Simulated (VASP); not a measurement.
Set up this calculation in VASP 6.6.1, as the native input.

```yaml
Task: single point
Functional: LDA
Potentials_or_basis: VASP PAW LDA potentials, release 64 (Sc_sv, Hg)
Cutoff: 520 eV
k_mesh: 8 × 8 × 8
Occupations: methfessel-paxton, width 0.1 eV
Spin: no spin polarisation
Dipole_correction: no
Further_INCAR_settings: ALGO = Normal; EDIFF = 1e-06; NBANDS = 18
```

The structure of ScHg lies in POSCAR:

```
ScHg
1.0
    3.4800000000      0.0000000000      0.0000000000
    0.0000000000      3.4800000000      0.0000000000
    0.0000000000      0.0000000000      3.4800000000
Sc Hg
1 1
Direct
    0.5000000000      0.5000000000      0.5000000000
    0.0000000000      0.0000000000      0.0000000000
```

These files were run (other wordings do the same):

INCAR

```
ALGO = Normal
EDIFF = 1E-6
ENCUT = 520
GGA = CA
ISIF = 2
ISMEAR = 1
LASPH = T
LCHARG = F
LREAL = F
LWAVE = F
NBANDS = 18
NELM = 60
PREC = Accurate
SIGMA = 0.1
```

KPOINTS

```
k-points
0
Gamma
  8 8 8
```

Potentials or basis: VASP PAW LDA potentials, release 64 (Sc_sv, Hg).

Command:

```console
$ cat potpaw_LDA.64/Sc_sv/POTCAR potpaw_LDA.64/Hg/POTCAR > POTCAR
$ mpirun -np 1 vasp_std > vasp.out
```

Results of the run:

The pressure is -3.6 GPa.

Run time: 20 s on 1 thread of Intel(R) Xeon(R) Platinum 8488C (Sapphire Rapids), on a shared host, peak memory 0.16 GiB.
